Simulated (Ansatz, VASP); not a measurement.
**NbSb in VASP and in Ansatz**

File INCAR:

```
PREC     = Accurate       # precision mode
ENCUT    = 500            # plane-wave cutoff, eV
EDIFF    = 1E-6           # SCF threshold, eV
ISMEAR   = 0              # smearing method
SIGMA    = 0.05           # smearing width, eV
LREAL    = F              # projectors in reciprocal space
LASPH    = T              # aspherical terms in the spheres
NELM     = 120            # most SCF steps
ALGO     = Normal         # electronic algorithm
ISIF     = 2              # what is computed and relaxed
LWAVE    = F              # write WAVECAR
LCHARG   = F              # write CHGCAR
GGA      = PE             # functional
NBANDS   = 16             # bands
GGA_COMPAT= F
```

File KPOINTS:

```
regular mesh
0
Gamma
  10 10 10
```

The input POSCAR:

```
NbSb
1.0
    0.0000000000      3.2486040368      3.2486040368
    3.2486040368      0.0000000000      3.2486040368
    3.2486040368      3.2486040368      0.0000000000
Nb Sb
1 1
Direct
    0.0000000000      0.0000000000      0.0000000000
    0.2500000000      0.2500000000      0.2500000000
```

Input for Ansatz:

```yaml
crystal:
  lattice:
    - [0.0, 3.2486040368, 3.2486040368]
    - [3.2486040368, 0.0, 3.2486040368]
    - [3.2486040368, 3.2486040368, 0.0]
  atoms:
    - { symbol: Nb, position: [0.0, 0.0, 0.0] }
    - { symbol: Sb, position: [0.25, 0.25, 0.25] }
basis:
  ecutwfc: 420
  ecutrho_ratio: 4
kpoints:
  mp_grid: { grid: [10, 10, 10] }
hamiltonian:
  xc: pbe
scf:
  occupations: { method: gaussian, width: 0.05 }
output:
  forces: true
  stress: true
  eigenvalues: true
```

Alike in both runs: task single point; functional PBE; k mesh 10 × 10 × 10; occupations gaussian, width 0.05 eV; no spin polarisation.

```csv
,VASP,Ansatz
version,VASP 6.6.1,Ansatz 0.2.0
potentials or method,"VASP PAW PBE potentials, release 64 (Nb_sv, Sb), cutoff 500 eV","scalar-relativistic, plane waves, PAW"
valence electrons in the cell,18,28
```

```csv
,VASP,Ansatz,Ansatz less VASP
gap on the k mesh at the Fermi level (eV),none,none,-
pressure (GPa),-5.4,-5.3,+0.05
```

A gap of «none» marks a metal or a gap that the smearing closes. VASP's potentials hold 18 valence electrons a cell and Ansatz's 28, so a difference there can come from the potentials and not from the codes.

Spin-orbit coupling is off throughout.
